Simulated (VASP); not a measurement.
A run of VASP 6.6.1:

The input INCAR:

```
ALGO = Normal ; EDIFF = 1E-6
ENCUT = 520 ; GGA = PE
ISIF = 2 ; ISMEAR = 0
LASPH = T ; LCHARG = T
LDAU = T ; LDAUJ = 0 0
LDAUL = 2 -1 ; LDAUPRINT = 1
LDAUTYPE = 2 ; LDAUU = 4.38 0
LELF = T ; LMAXMIX = 4
LREAL = F ; LVHAR = T
LWAVE = F ; NBANDS = 28
NELM = 150 ; PREC = Accurate
SIGMA = 0.1
```

Contents of KPOINTS:

```
k-points
0
Gamma
  12 12 6
```

Contents of POSCAR:

```
MoSe
1.0
    4.2490932099      0.0000000000      0.0000000000
   -2.1245466050      3.6798226629      0.0000000000
    0.0000000000      0.0000000000      7.2023706354
Mo Se
2 2
Direct
    0.0000000000      0.0000000000      0.0000000000
    0.0000000000      0.0000000000      0.5000000000
    0.3333333333      0.6666666667      0.2500000000
    0.6666666667      0.3333333333      0.7500000000
```

Potentials or basis: VASP PAW PBE potentials, release 64 (Mo_sv, Se).

Launch:

```bash
$ cat potpaw_PBE.64/Mo_sv/POTCAR potpaw_PBE.64/Se/POTCAR > POTCAR
$ mpirun -np 1 vasp_std > vasp.out
```

Hardware: 1 thread of Intel Xeon 8259CL, with other jobs on the host.

Problem. How long does it take, and how much memory?

Solution. It took 6.8 min on 1 thread of Intel Xeon 8259CL (shared host), peak memory 0.36 GiB. Counts: scf iterations 20, k points 76.
